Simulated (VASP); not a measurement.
Here is a VASP 6.6.1 calculation.

The input INCAR:

```
SYSTEM = Sn4HO8
PREC     = Accurate       ! precision mode
ENCUT    = 520            ! plane-wave cutoff, eV
EDIFF    = 1E-6           ! SCF threshold, eV
ISMEAR   = 0              ! smearing method
SIGMA    = 0.02           ! smearing width, eV
LREAL    = .FALSE.        ! projectors in reciprocal space
LASPH    = .TRUE.         ! aspherical terms in the spheres
NELM     = 80             ! most SCF steps
ALGO     = Normal         ! electronic algorithm
ISIF     = 2              ! what is computed and relaxed
LWAVE    = .FALSE.        ! write WAVECAR
LCHARG   = .FALSE.        ! write CHGCAR
GGA      = PE             ! functional
NBANDS   = 64             ! bands
```

The input KPOINTS:

```
regular mesh
0
G
  3 3 3
  0 0 0
```

The input POSCAR:

```
Sn4HO8
1.0
   -4.8265176449      0.0000000000      3.2381666583
    4.8265176449      0.0000000000      3.2381666583
    0.0000000000      4.8283676020     -3.2381666583
Sn O H
4 8 1
Direct
    0.2398072247      0.7549131837      0.4973859072
    0.7713135768      0.2436476306      0.5176273238
   -0.0091000134     -0.0068812294     -0.0021255631
    0.5020867286      0.5043125570     -0.0021321906
   -0.0328652601      0.3015918203      0.2776634073
    0.4734037002      0.8078645100      0.2776605078
    0.9389926322      0.7777730828      0.2194329611
    0.4601340639      0.3162779650      0.2790738219
    0.5460343607      0.6927494568      0.7414443752
    0.0700225243      0.2190755379      0.7917649017
    1.0381032897      0.6967008292      0.7330344936
    0.5336666044      0.1922672516      0.7330320083
    0.4861680964      0.4656792042      0.4545084759
```

Potentials or basis: VASP PAW PBE potentials, release 64 (Sn_d, O, H).

The run is started by

```bash
$ cat potpaw_PBE.64/Sn_d/POTCAR potpaw_PBE.64/O/POTCAR potpaw_PBE.64/H/POTCAR > POTCAR
$ mpirun -np 1 vasp_std > vasp.out
```

**Question.** What does it give for the pressure?

**Answer.** 9.3 GPa.

**Question.** Predict the band gap on the k mesh.

**Answer.** Zero (an odd number of electrons rules out a gap without spin polarisation).

**Question.** Predict the largest force.

**Answer.** 0.152 eV/Å.

Stress tensor (GPa, compression positive):
```
11.15 -3.81  0.00
-3.81  5.66  0.00
 0.00  0.00 11.01
```

Caveat: the k points lie up to 0.45 Å⁻¹ apart, too coarse for converged energies and pressures of a metal; spin-orbit coupling is left out, which moves the levels of the heavy elements; an odd number of electrons without spin polarisation forces a metal; a magnetic or distorted state may lie lower.
